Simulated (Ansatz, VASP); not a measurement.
## One calculation of Ta, two programs

```
Ta
1.0
     2.69789    0.00000    0.00000
    -1.34894    2.33644    0.00000
     0.00000    0.00000    5.74945
Ta
2
Direct
  0.66667 0.33333 0.75000
  0.33333 0.66667 0.25000
```

Alike in both runs: task single point; functional PBEsol; k mesh 24 × 24 × 14; occupations gaussian, width 0.15 eV; no spin polarisation.

|  | VASP | Ansatz |
| --- | --- | --- |
| version | VASP 6.6.1 | Ansatz 0.2.0 |
| potentials or method | VASP PAW PBE potentials, release 64 (Ta_pv), cutoff 520 eV | scalar-relativistic, plane waves, PAW |
| valence electrons in the cell | 22 | 26 |

Ansatz gave:

| Property | Result |
| --- | --- |
| gap on the k mesh at the Fermi level (eV) | none |
| pressure (GPa) | 8.0 |
| traceless stress, the component that is largest in VASP (GPa) | -31.03 |

**Question.** What did VASP give for the same quantities?

**Answer.** gap on the k mesh at the Fermi level (eV): none; pressure (GPa): 8.3; traceless stress, the component that is largest in VASP (GPa): -31.33.

VASP's potentials were made for PBE, not for PBEsol. A gap of «none» marks a metal or a gap that the smearing closes. VASP's potentials hold 22 valence electrons a cell and Ansatz's 26, so a difference there can come from the potentials and not from the codes.

Spin-orbit coupling is off throughout.
